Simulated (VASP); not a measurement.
# ScAl5 (P4/mmm) in VASP: notebook

Runs on ScAl5. Level: PBE. Tasks: single point.

Everything below comes from runs of VASP 6.6.1. Logs are shortened: lines on timing, memory, paths and dates and some standing lists are left out, and cuts for length are marked.

### 1 The cell of the first run

It takes space group P4/mmm (No. 123, tetragonal). Conventional cell: a = 2.834 Å, b = 2.834 Å, c = 12.023 Å, α = 90.00°, β = 90.00°, γ = 90.00°. Within 3.7 Å of Sc (site symmetry 4/mmm) lie 4 Sc at 2.83 Å and 8 Al at 2.83 Å. Within 3.7 Å of Al (site symmetry 4/mmm) lie 12 Al at 2.83 Å. Al (site symmetry 4mm) has 12 Al at 2.83 Å within 3.7 Å. Al (site symmetry 4mm) has 8 Al at 2.83 Å and 4 Sc at 2.83 Å within 3.7 Å.

### 2 Single point, PBE

Contents of INCAR:

```
  PREC = Accurate
  ENCUT = 520
  EDIFF = 1E-7
  ISMEAR = 0
  SIGMA = 0.1
  LREAL = F
  LASPH = T
  NELM = 100
  ALGO = Fast
  ISIF = 2
  LWAVE = F
  LCHARG = F
  GGA = PE
  NBANDS = 22
```

Contents of KPOINTS:

```
regular mesh
0
Gamma
  6 6 2
```

Contents of POSCAR:

```
ScAl5
1.0
    2.8338751000      0.0000000000      0.0000000000
    0.0000000000      2.8338751000      0.0000000000
    0.0000000000      0.0000000000     12.0231138100
Sc Al
1 5
Direct
    0.5000000000      0.5000000000      0.5000000000
    0.0000000000      0.0000000000      0.0000000000
    0.5000000000      0.5000000000      0.1666666700
    0.0000000000      0.0000000000      0.3333333300
    0.0000000000      0.0000000000      0.6666666700
    0.5000000000      0.5000000000      0.8333333300
```

Potentials or basis: VASP PAW PBE potentials, release 64 (Sc_sv, Al).

Started as:

```console
$ cat potpaw_PBE.64/Sc_sv/POTCAR potpaw_PBE.64/Al/POTCAR > POTCAR
$ mpirun -np 1 vasp_std > vasp.out
```

OUTCAR:

```text
PREC = Accurate
   ENCUT = 520
   EDIFF = 1E-7
   ISMEAR = 0
   LREAL = F
   LASPH = T
   NELM = 100
   ISIF = 2
   GGA = PE

 ion  position               nearest neighbor table
   1  0.500  0.500  0.500-   4 2.83   5 2.83   4 2.83   5 2.83   4 2.83   5 2.83   4 2.83   5 2.83

   2  0.000  0.000  0.000-   3 2.83   6 2.83   3 2.83   6 2.83   3 2.83   6 2.83   3 2.83   6 2.83

   3  0.500  0.500  0.167-   4 2.83   4 2.83   4 2.83   4 2.83   2 2.83   2 2.83   2 2.83   2 2.83

   4  0.000  0.000  0.333-   3 2.83   3 2.83   3 2.83   3 2.83   1 2.83   1 2.83   1 2.83   1 2.83

   5  0.000  0.000  0.667-   6 2.83   6 2.83   6 2.83   6 2.83   1 2.83   1 2.83   1 2.83   1 2.83

   6  0.500  0.500  0.833-   5 2.83   5 2.83   5 2.83   5 2.83   2 2.83   2 2.83   2 2.83   2 2.83

  LATTYP: Found a simple tetragonal cell.
 ALAT       =     2.8338751000
 C/A-ratio  =     4.2426406901

  Lattice vectors:

 A1 = (   2.8338751000,   0.0000000000,   0.0000000000)
 A2 = (   0.0000000000,   2.8338751000,   0.0000000000)
 A3 = (   0.0000000000,   0.0000000000,  12.0231138100)

Analysis of symmetry for initial positions (statically):
=====================================================================
 Subroutine PRICEL returns:
 Original cell was already a primitive cell.

 Routine SETGRP: Setting up the symmetry group for a
 simple tetragonal supercell.

 Subroutine GETGRP returns: Found 16 space group operations
 (whereof 16 operations were pure point group operations)
 out of a pool of 16 trial point group operations.

The static configuration has the point symmetry D_4h.

Analysis of symmetry for dynamics (positions and initial velocities):
=====================================================================
 Subroutine PRICEL returns:
 Original cell was already a primitive cell.

 Routine SETGRP: Setting up the symmetry group for a
 simple tetragonal supercell.

 Subroutine GETGRP returns: Found 16 space group operations
 (whereof 16 operations were pure point group operations)
 out of a pool of 16 trial point group operations.

The dynamic configuration has the point symmetry D_4h.

 Subroutine INISYM returns: Found 16 space group operations
 (whereof 16 operations are pure point group operations),
 and found     1 'primitive' translations

----------------------------------------------------------------------------------------

                                     Primitive cell

  volume of cell :      96.5558

  direct lattice vectors                    reciprocal lattice vectors
     2.833875100  0.000000000  0.000000000     0.352873703  0.000000000  0.000000000
     0.000000000  2.833875100  0.000000000     0.000000000  0.352873703  0.000000000
     0.000000000  0.000000000 12.023113810     0.000000000  0.000000000  0.083173129

  length of vectors
     2.833875100  2.833875100 12.023113810     0.352873703  0.352873703  0.083173129

  position of ions in fractional coordinates (direct lattice)
     0.500000000  0.500000000  0.500000000
     0.000000000  0.000000000  0.000000000
     0.500000000  0.500000000  0.166666670
     0.000000000  0.000000000  0.333333330
     0.000000000  0.000000000  0.666666670
     0.500000000  0.500000000  0.833333330

  ion indices of the primitive-cell ions
   primitive index   ion index
                 1           1
                 2           2
                 3           3
                 4           4
                 5           5
                 6           6

----------------------------------------------------------------------------------------

 KPOINTS: regular mesh

Automatic generation of k-mesh.
 Grid dimensions read from file:
 generate k-points for:    6    6    2

 Generating k-lattice:

  Cartesian coordinates                     Fractional coordinates (reciprocal lattice)
     0.058812284  0.000000000  0.000000000     0.166666667  0.000000000  0.000000000
     0.000000000  0.058812284  0.000000000     0.000000000  0.166666667  0.000000000
     0.000000000  0.000000000  0.041586565     0.000000000  0.000000000  0.500000000

  Length of vectors
     0.058812284  0.058812284  0.041586565

  Shift w.r.t. Gamma in fractional coordinates (k-lattice)
     0.000000000  0.000000000  0.000000000

 Subroutine IBZKPT returns following result:
 ===========================================

 Found     20 irreducible k-points:

 Following reciprocal coordinates:
            Coordinates               Weight
  0.000000  0.000000  0.000000      1.000000
  0.166667  0.000000  0.000000      4.000000
  0.333333  0.000000  0.000000      4.000000
  0.500000  0.000000  0.000000      2.000000
  0.166667  0.166667  0.000000      4.000000
  0.333333  0.166667  0.000000      8.000000
[... 12 lines left out ...]
  0.500000  0.333333  0.500000      4.000000
  0.500000  0.500000  0.500000      1.000000
   k-points           NKPTS =     20   k-points in BZ     NKDIM =     20   number of bands    NBANDS=     22
   number of dos      NEDOS =    301   number of ions     NIONS =      6
   total plane-waves  NPLWV =  51840
   dimension x,y,z NGX =    24 NGY =   24 NGZ =   90
   dimension x,y,z NGXF=    48 NGYF=   48 NGZF=  180
   ions per type =               1   5
   NGX,Y,Z   is equivalent  to a cutoff of  14.08, 14.08, 12.44 a.u.
   NGXF,Y,Z  is equivalent  to a cutoff of  28.16, 28.16, 24.89 a.u.
 SYSTEM =  unknown system
   PREC   = accura    normal or accurate (medium, high low for compatibility)
   ISTART =      0    job   : 0-new  1-cont  2-samecut
   ICHARG =      2    charge: 1-file 2-atom 10-const
   ISPIN  =      1    spin polarized calculation?
   LNONCOLLINEAR =      F non collinear calculations
   LSORBIT =      F    spin-orbit coupling
   LASPH  =      T    aspherical Exc in radial PAW
   ENCUT  =  520.0 eV  38.22 Ry    6.18 a.u.   5.27  5.27 22.36*2*pi/ulx,y,z
   NELM   =    100;   NELMIN=  2; NELMDL= -5     # of ELM steps
   EDIFF  = 0.1E-06   stopping-criterion for ELM
   LREAL  =      F    real-space projection
   EDIFFG = 0.1E-05   stopping-criterion for IOM
   NSW    =      0    number of steps for IOM
   IBRION =     -1    ionic relax: 0-MD 1-quasi-New 2-CG
   NFREE  =      0    steps in history (QN), initial steepest desc. (CG)
   ISIF   =      2    stress and relaxation
   ISYM   =      2    0-nonsym 1-usesym 2-fastsym
   POTIM  = 0.5000    time-step for ionic-motion
   TEBEG  =    0.0;   TEEND  =   0.0 temperature during run
   PSTRESS=    0.0 pullay stress
   NELECT =      26.0000    total number of electrons
   NUPDOWN=      -1.0000    fix difference up-down
   EMIN   =  10.00;   EMAX   =-10.00  energy-range for DOS
   EFERMI =   0.00;   METHOD = LEGACY
   ISMEAR =     0;   SIGMA  =   0.10  broadening in eV -4-tet -1-fermi 0-gaus
   EFERMI_NEDOS =   21; number of points for ismear=-14 and -15
   IALGO  =     68    algorithm
   IMIX   =      4    mixing-type and parameters
     AMIX     =   0.40;   BMIX     =  1.00
     AMIX_MAG =   1.60;   BMIX_MAG =  1.00
  volume/ion in A,a.u.               =      16.09       108.60
  Fermi-wavevector in a.u.,A,eV,Ry     =   1.057158  1.997739 15.205635  1.117583
  Thomas-Fermi vector in A             =   2.192420
   LORBIT       =      0    0 simple, 1 ext, 2 COOP (PROOUT), +10 PAW based schemes
   GGA     = PE    functional components
   LHFCALC =     F    Hartree Fock is set to
   AEXX    =    0.0000 exact exchange contribution
   IVDW    =     0    specifies the selected vdW correction
   LEPSILON=     F    determine dielectric tensor
   LRPA    =     F    only Hartree local field effects (RPA)
 non-spin polarized calculation
 RMM-DIIS sequential band-by-band and
 Gauss-broadening in eV      SIGMA  =   0.10
  energy-cutoff  :      520.00
  volume of cell :       96.56
 maximum number of plane-waves:      2632
 NGX is ok and might be reduce to    24
   NGX = 11   NGY = 11   NGZ = 45

 number of electron      26.0000004 magnetization

 Free energy of the ion-electron system (eV)
  ---------------------------------------------------
  ext. energy  EPLUGINS =         0.00000000
  ---------------------------------------------------
  free energy    TOTEN  =       -25.49444947 eV

  energy without entropy =      -25.47733929  energy(sigma->0) =      -25.48589438

 E-fermi :   8.0345     XC(G=0): -10.5298

 val. band max:        8.0237495671   @ k =   0.5000   0.5000   0.0000
 cond. band min:       8.0361734566   @ k =   0.3333   0.0000   0.0000
 fundamental gap:      0.0124238895
 Fermi energy:         8.0344713079

 k-point     1 :       0.0000    0.0000    0.0000
  band No.  band energies     occupation
      1     -40.7753      2.00000
      2     -19.5613      2.00000
      3     -19.0564      2.00000
      4     -19.0564      2.00000
      5      -3.0935      2.00000
      6      -2.1432      2.00000
[... 14 lines left out ...]
     21      14.2205      0.00000
     22      14.9337      0.00000

 k-point     2 :       0.1667    0.0000    0.0000
  band No.  band energies     occupation
      1     -40.7481      2.00000
      2     -19.5316      2.00000
      3     -19.2690      2.00000
      4     -19.0378      2.00000
      5      -2.5813      2.00000
      6      -1.6475      2.00000
[... 14 lines left out ...]
     21      14.3589      0.00000
     22      14.3936      0.00000

 k-point     3 :       0.3333    0.0000    0.0000
  band No.  band energies     occupation
      1     -40.6933      2.00000
      2     -19.6764      2.00000
      3     -19.4714      2.00000
      4     -19.0002      2.00000
      5      -1.0591      2.00000
      6      -0.1762      2.00000
[... 14 lines left out ...]
     21      13.1752      0.00000
     22      14.9292      0.00000
[... 376 lines left out ...]
 k-point    19 :       0.5000    0.3333    0.5000
  band No.  band energies     occupation
      1     -40.5877      2.00000
      2     -19.7725      2.00000
      3     -19.5562      2.00000
      4     -19.3633      2.00000
      5       3.3290      2.00000
      6       3.4008      2.00000
[... 14 lines left out ...]
     21      11.3753      0.00000
     22      11.4786      0.00000

 k-point    20 :       0.5000    0.5000    0.5000
  band No.  band energies     occupation
      1     -40.5614      2.00000
      2     -19.7388      2.00000
      3     -19.7388      2.00000
      4     -19.3371      2.00000
      5       4.7510      2.00000
      6       5.1059      2.00000
[... 14 lines left out ...]
     21       9.2250      0.00000
     22      10.1209      0.00000

------------------------ aborting loop because EDIFF is reached ----------------------------------------

  FORCE on cell =-STRESS in cart. coord.  units (eV):
  Direction    XX          YY          ZZ          XY          YZ          ZX
  --------------------------------------------------------------------------------------
  -------------------------------------------------------------------------------------
  Total        4.8902984      4.8902984      5.1101907      0.0000000     -0.0000000      0.0000000
  in kB       81.1460856     81.1460856     84.7948194      0.0000000     -0.0000000      0.0000000
  external PRESSURE =      82.3623302 kB  Pullay stress =       0.0000000 kB

 VOLUME and BASIS-vectors are now :
 -----------------------------------------------------------------------------
  energy-cutoff  :      520.00
  volume of cell :       96.56
      direct lattice vectors                 reciprocal lattice vectors
     2.833875100  0.000000000  0.000000000     0.352873703  0.000000000  0.000000000
     0.000000000  2.833875100  0.000000000     0.000000000  0.352873703  0.000000000
     0.000000000  0.000000000 12.023113810     0.000000000  0.000000000  0.083173129

 POSITION                                       TOTAL-FORCE (eV/Angst)
 -----------------------------------------------------------------------------------
      1.41694      1.41694      6.01156         0.000000     -0.000000     -0.000000
      0.00000      0.00000      0.00000         0.000000     -0.000000     -0.000000
      1.41694      1.41694      2.00385         0.000000     -0.000000      0.102933
      0.00000      0.00000      4.00770         0.000000     -0.000000     -0.956610
      0.00000      0.00000      8.01541        -0.000000      0.000000      0.956610
      1.41694      1.41694     10.01926        -0.000000      0.000000     -0.102933
 -----------------------------------------------------------------------------------
    total drift:                                0.000000      0.000000     -0.000000

  FREE ENERGIE OF THE ION-ELECTRON SYSTEM (eV)
  ---------------------------------------------------
  free  energy   TOTEN  =       -25.4944494737 eV

  energy  without entropy=      -25.4773392870  energy(sigma->0) =      -25.48589438
```

Wall time 2.2 min (1 thread of AMD EPYC 7R43 (Zen 3), shared host); peak memory 0.18 GiB.

What came out:

- Free energy: -25.4944 eV
- Pressure: 8.2 GPa
- Largest force: 0.957 eV/Å
- Band gap on the k mesh: zero (bands 13 and 14 overlap by 3.32 eV)

Forces in eV/Å, atoms in the order of the input:
```
Sc   0.000  0.000  0.000
Al   0.000  0.000  0.000
Al   0.000  0.000  0.103
Al   0.000  0.000 -0.957
Al   0.000  0.000  0.957
Al   0.000  0.000 -0.103
```

Stress tensor (GPa, compression positive):
```
8.11 0.00 0.00
0.00 8.11 0.00
0.00 0.00 8.48
```

Levels at points of the mesh, in eV from the Fermi level:
```
           k point  band 10  band 11  band 12  band 13  band 14  band 15  band 16  band 17
(0.00, 0.00, 0.00)    -2.05    -1.64    -0.30     2.07     3.04     3.04     4.84     5.15
(0.50, 0.00, 0.00)    -4.57    -3.60    -2.20    -1.53    -1.25     0.17     0.86     2.55
(0.50, 0.50, 0.00)    -1.44    -1.31    -0.84    -0.84    -0.72    -0.53    -0.53    -0.32
(0.00, 0.00, 0.50)    -4.07    -0.32    -0.30     1.68     3.04     3.04     4.84     4.95
(0.50, 0.00, 0.50)    -4.31    -3.26    -2.97    -1.78    -0.16     0.26     0.53     1.86
(0.50, 0.50, 0.50)    -1.71    -1.71    -1.44    -1.35    -0.77    -0.43     0.65     0.77
```

Caveat: the k points lie up to 0.37 Å⁻¹ apart, too coarse for converged energies and pressures of a metal.

### 3 Single point, PBE

This run uses another cell than the first one, of 17.44 Å³/atom.

Contents of INCAR:

```
ALGO     = Fast           # electronic algorithm
EDIFF    = 1E-7           # SCF threshold, eV
ENCUT    = 520            # plane-wave cutoff, eV
GGA      = PE             # functional
ISIF     = 2              # what is computed and relaxed
ISMEAR   = 0              # smearing method
LASPH    = True           # aspherical terms in the spheres
LCHARG   = False          # write CHGCAR
LREAL    = False          # projectors in reciprocal space
LWAVE    = False          # write WAVECAR
NBANDS   = 22             # bands
NELM     = 100            # most SCF steps
PREC     = Accurate       # precision mode
SIGMA    = 0.1            # smearing width, eV
```

Contents of KPOINTS:

```
k-points
0
Gamma
  6 6 2
```

Contents of POSCAR:

```
ScAl5
1.0
    2.9060316560      0.0000000000      0.0000000000
    0.0000000000      2.9060316560      0.0000000000
    0.0000000000      0.0000000000     12.3908474238
Sc Al
1 5
Direct
    0.5000000000      0.5000000000      0.5000000000
    0.0000000000      0.0000000000      0.0000000000
    0.5000000000      0.5000000000      0.1637421296
    0.0000000000      0.0000000000      0.3231837933
    0.0000000000      0.0000000000      0.6768162067
    0.5000000000      0.5000000000      0.8362578704
```

Potentials or basis: VASP PAW PBE potentials, release 64 (Sc_sv, Al).

Started as:

```console
$ cat potpaw_PBE.64/Sc_sv/POTCAR potpaw_PBE.64/Al/POTCAR > POTCAR
$ mpirun -np 1 vasp_std > vasp.out
```

Run time: 2.8 min. Hardware: 1 thread of AMD EPYC 7R43 (Zen 3), shared host; peak memory 0.2 GiB.

The run converged. Its results:

```
Free energy            : -25.7976 eV
Pressure               : 0.1 GPa
Largest force          : 0.015 eV/Å
Band gap on the k mesh : zero (bands 13 and 14 overlap by 3.05 eV)
```

Forces in eV/Å, atoms in the order of the input:
```
Sc   0.000  0.000  0.000
Al   0.000  0.000  0.000
Al   0.000  0.000  0.004
Al   0.000  0.000 -0.015
Al   0.000  0.000  0.015
Al   0.000  0.000 -0.004
```

Levels at points of the mesh, in eV from the Fermi level:
| k point | band 10 | band 11 | band 12 | band 13 | band 14 | band 15 | band 16 | band 17 |
| --- | --- | --- | --- | --- | --- | --- | --- | --- |
| (0.00, 0.00, 0.00) | -2.11 | -1.56 | -0.25 | 1.82 | 2.87 | 2.87 | 4.33 | 4.88 |
| (0.50, 0.00, 0.00) | -4.50 | -3.39 | -2.16 | -1.54 | -1.23 | 0.09 | 0.71 | 2.37 |
| (0.50, 0.50, 0.00) | -1.60 | -1.49 | -0.95 | -0.85 | -0.85 | -0.61 | -0.43 | -0.43 |
| (0.00, 0.00, 0.50) | -3.91 | -0.36 | -0.25 | 1.53 | 2.87 | 2.87 | 4.33 | 4.42 |
| (0.50, 0.00, 0.50) | -4.20 | -3.15 | -2.83 | -1.76 | -0.21 | 0.22 | 0.41 | 1.63 |
| (0.50, 0.50, 0.50) | -1.65 | -1.54 | -1.49 | -1.49 | -0.88 | -0.61 | 0.56 | 0.72 |

Caveat: the k points lie up to 0.36 Å⁻¹ apart, too coarse for converged energies and pressures of a metal.
